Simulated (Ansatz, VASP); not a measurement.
This is a calculation of P for VASP 6.6.1.

Contents of POSCAR:

```
P
1.0
   -1.6915100431      2.5151650373      1.8589441358
    1.6915100431     -2.5151650373      1.8589441358
    1.6915100431      2.5151650373     -1.8589441358
P
2
Direct
    0.6966908900      0.9466908900      0.7500000000
    0.3033091100      0.0533091100      0.2500000000
```

The input INCAR.step1:

```
PREC = Accurate
ENCUT = 520
EDIFF = 1E-5
ISMEAR = -1
SIGMA = 0.05
LREAL = F
LASPH = T
NELM = 60
ALGO = Normal
ISIF = 2
LWAVE = T
LCHARG = F
GGA = PE
NBANDS = 12
```

The input INCAR.step2:

```
PREC = Accurate
ENCUT = 520
EDIFF = 1E-7
ISMEAR = -1
SIGMA = 0.05
LREAL = F
LASPH = T
NELM = 60
ALGO = Normal
ISIF = 2
LWAVE = F
LCHARG = F
GGA = PE
LHFCALC = T
AEXX = 0.25
HFSCREEN = 0.3
PRECFOCK = Normal
ISTART = 1
NBANDS = 12
```

The input KPOINTS:

```
Automatic mesh
0
Gamma
  6 6 6
```

Potentials or basis: VASP PAW PBE potentials, release 64 (P).

The run is started by

```bash
$ cat potpaw_PBE.64/P/POTCAR > POTCAR
$ cp INCAR.step1 INCAR
$ mpirun -np 1 vasp_std > vasp.out
$ cp INCAR.step2 INCAR
$ mpirun -np 1 vasp_std > vasp.out
```

**Question.** Set up the same calculation for Ansatz 0.2.0. Potentials there: Ansatz PAW.

**Answer.** As run (the cutoff follows the program's own potentials):

Contents of input.yaml:

```yaml
crystal:
  lattice:
    - [-1.6915100431, 2.5151650373, 1.8589441358]
    - [1.6915100431, -2.5151650373, 1.8589441358]
    - [1.6915100431, 2.5151650373, -1.8589441358]
  atoms:
    - { symbol: P, position: [0.69669089, 0.94669089, 0.75] }
    - { symbol: P, position: [0.30330911, 0.05330911, 0.25] }
hamiltonian:
  xc: { exchange: pbe, correlation: pbe, exx: { coeff: 0.25, omega: 0.3 } }
  pseudopotentials: { kind: paw }
kpoints:
  mp_grid: { grid: [6, 6, 6] }
scf:
  occupations: { method: fermi_dirac, width: 0.05 }
output:
  forces: true
  stress: true
  eigenvalues: true
```

Potentials or basis: Ansatz PAW.

Command:

```sh
$ ansatz run input.yaml --threads 2 --pin off --max-ram 5632MiB --backend cpu --events-out ev --progress --plain --runs-dir out
```

Both were run:

|  | VASP | Ansatz | Ansatz less VASP |
| --- | --- | --- | --- |
| gap on the k mesh at the Fermi level (eV) | none | none | - |
| pressure (GPa) | -0.5 | 0.2 | +0.67 |
| traceless stress, the component that is largest in VASP (GPa) | 0.69 | 0.50 | -0.193 |
| rms of the force components (eV/Å) | 0.036 | 0.009 | -0.0274 |

VASP's potentials were made for PBE, not for PBE-based screened hybrid. Atom by atom the forces differ by 0.045 eV/Å (rms over components). A gap of «none» marks a metal or a gap that the smearing closes. With one functional, cell and mesh, what is left measures potentials, basis and numerics.

The k mesh is coarse, so the values compare programs but aren't converged.
